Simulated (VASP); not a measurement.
A run of VASP 6.6.1:

Contents of INCAR:

```
PREC     = Accurate       # precision mode
ENCUT    = 520            # plane-wave cutoff, eV
EDIFF    = 1E-6           # SCF threshold, eV
ISMEAR   = -1             # smearing method
SIGMA    = 0.1            # smearing width, eV
LREAL    = False          # projectors in reciprocal space
LASPH    = True           # aspherical terms in the spheres
NELM     = 80             # most SCF steps
ALGO     = Normal         # electronic algorithm
ISIF     = 2              # what is computed and relaxed
LWAVE    = False          # write WAVECAR
LCHARG   = False          # write CHGCAR
GGA      = RE             # functional
NBANDS   = 22             # bands
```

Contents of KPOINTS:

```
Automatic mesh
0
Gamma
  15 15 4
```

File POSCAR:

```
Re
1.0
    2.8207101204      0.0000000000      0.0000000000
   -1.4103550602      2.4428066210      0.0000000000
    0.0000000000      0.0000000000      9.0932973979
Re
4
Direct
    1.0000000000      1.0000000000      0.0000000000
    1.0000000000      1.0000000000      0.5000000000
    0.3333333333      0.6666666667      0.2500000000
    0.6666666667      0.3333333333      0.7500000000
```

Potentials or basis: VASP PAW PBE potentials, release 64 (Re).

The run is started by

```sh
$ cat potpaw_PBE.64/Re/POTCAR > POTCAR
$ mpirun -np 1 vasp_std > vasp.out
```

Hardware: 1 thread of Intel(R) Xeon(R) 6975P-C (Granite Rapids), on a shared host.

**Question.** How long does it take, and how much memory?

**Answer.** Run time: 52 s on 1 thread of Intel(R) Xeon(R) 6975P-C (Granite Rapids) (shared host), peak memory 0.23 GiB. Counts: scf iterations 14, k points 81.
